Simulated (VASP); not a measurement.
Set up this calculation in VASP 6.6.1, as the native input.

| Item | Value |
| --- | --- |
| Task | single point |
| Functional | PBE |
| Potentials or basis | VASP PAW PBE potentials, release 64 (Ta_pv, Si) |
| Cutoff | 400 eV |
| k mesh | 6 × 6 × 1 |
| Occupations | gaussian, width 0.1 eV |
| Spin | no spin polarisation |
| Dipole correction | yes |
| Further INCAR settings | ALGO = Normal; EDIFF = 1e-06; NBANDS = 60; NELMDL = -8 |

The structure of TaSi2 lies in POSCAR:

```
TaSi2
1.0
    4.7799993800      0.0000000000      0.0000000000
   -2.3899996900      4.1396008900      0.0000000000
    0.0000000000      0.0000000000     28.7520002662
Ta Si
5 10
Direct
    0.5000000000      0.5000000000      0.3478018888
    0.0000000000      0.5000000000      0.4239009444
    0.5000000000      0.0000000000      0.5012338783
    0.5000000000      0.5000000000      0.5771796788
    0.0000000000      0.5000000000      0.6520584356
    0.1666500000      0.8333500000      0.3478018888
    0.8333500000      0.1666500000      0.3478018888
    0.6667000000      0.8333500000      0.4239009444
    0.3333000000      0.1666500000      0.4239009444
    0.8423594930      0.6814755711      0.5008331994
    0.1576405070      0.3185244289      0.5008331994
    0.1574690994      0.8421318003      0.5786849996
    0.8425309006      0.1578681997      0.5786849996
    0.6529691762      0.8224338833      0.6580765407
    0.3470308238      0.1775661167      0.6580765407
```

The input as run:

INCAR

```
SYSTEM = TaSi2
ALGO     = Normal         ! electronic algorithm
DIPOL    = 0.5 0.5 0.501
EDIFF    = 1E-6           ! SCF threshold, eV
ENCUT    = 400            ! plane-wave cutoff, eV
GGA      = PE             ! functional
GGA_COMPAT= .False.      
IDIPOL   = 3            
ISIF     = 2              ! what is computed and relaxed
ISMEAR   = 0              ! smearing method
LASPH    = .True.         ! aspherical terms in the spheres
LCHARG   = .True.         ! write CHGCAR
LDIPOL   = .True.       
LELF     = .True.         ! ELF
LREAL    = .False.        ! projectors in reciprocal space
LVACPOTAV= .True.       
LVHAR    = .True.       
LWAVE    = .False.        ! write WAVECAR
NBANDS   = 60             ! bands
NELM     = 120            ! most SCF steps
NELMDL   = -8           
PREC     = Accurate       ! precision mode
SIGMA    = 0.1            ! smearing width, eV
```

KPOINTS

```
k-points
0
Gamma
  6 6 1
  0 0 0
```

Potentials or basis: VASP PAW PBE potentials, release 64 (Ta_pv, Si).

Run with:

```sh
$ cat potpaw_PBE.64/Ta_pv/POTCAR potpaw_PBE.64/Si/POTCAR > POTCAR
$ mpirun -np 1 vasp_std > vasp.out
```

Results of the run:

```yaml
Largest_force: 0.949 eV/Å
Band_gap_on_the_k_mesh: zero (an odd number of electrons rules out a gap without spin polarisation)
```

Caveat: spin-orbit coupling is left out, which moves the levels of the heavy elements.

Run time: 20 min on 1 thread of Intel(R) Xeon(R) Platinum 8259CL CPU @ 2.50GHz (Skylake/Cascade Lake), with other jobs on the host, peak memory 0.63 GiB.
